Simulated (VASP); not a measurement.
Set up this calculation in VASP 6.6.1, as the native input.

| Item | Value |
| --- | --- |
| Task | single point |
| Functional | LDA |
| Potentials or basis | VASP PAW LDA potentials, release 64 (Mg_sv, O) |
| Cutoff | 840 eV |
| k mesh | 8 × 8 × 8 |
| Occupations | fermi-dirac, width 0.02 eV |
| Spin | no spin polarisation |
| Dipole correction | no |
| Further INCAR settings | ALGO = Normal; EDIFF = 1e-06; NBANDS = 15 |

The structure of MgO lies in POSCAR:

```
MgO
1.0
    0.0000000000      2.1085000000      2.1085000000
    2.1085000000      0.0000000000      2.1085000000
    2.1085000000      2.1085000000      0.0000000000
Mg O
1 1
Direct
    0.0000000000      0.0000000000      0.0000000000
    0.5000000000      0.5000000000      0.5000000000
```

These files were run (other wordings do the same):

INCAR

```
PREC     = Accurate       # precision mode
ENCUT    = 840            # plane-wave cutoff, eV
EDIFF    = 1E-6           # SCF threshold, eV
ISMEAR   = -1             # smearing method
SIGMA    = 0.02           # smearing width, eV
LREAL    = False          # projectors in reciprocal space
LASPH    = True           # aspherical terms in the spheres
NELM     = 120            # most SCF steps
ALGO     = Normal         # electronic algorithm
ISIF     = 2              # what is computed and relaxed
LWAVE    = False          # write WAVECAR
LCHARG   = True           # write CHGCAR
LELF     = True           # ELF
LVHAR    = True         
NBANDS   = 15             # bands
GGA_COMPAT= False
```

KPOINTS

```
regular mesh
0
Gamma
  8 8 8
```

Potentials or basis: VASP PAW LDA potentials, release 64 (Mg_sv, O).

Launch:

```console
$ cat potpaw_LDA.64/Mg_sv/POTCAR potpaw_LDA.64/O/POTCAR > POTCAR
$ mpirun -np 1 vasp_std > vasp.out
```

Results of the run:

- Pressure: -6.1 GPa
- Band gap on the k mesh: 4.63 eV

Caveat: the cell stands under tension.

It took 16 s on 1 thread of AMD EPYC 7R43 64-Core Processor (Zen 3), with other jobs on the host, peak memory 0.11 GiB.
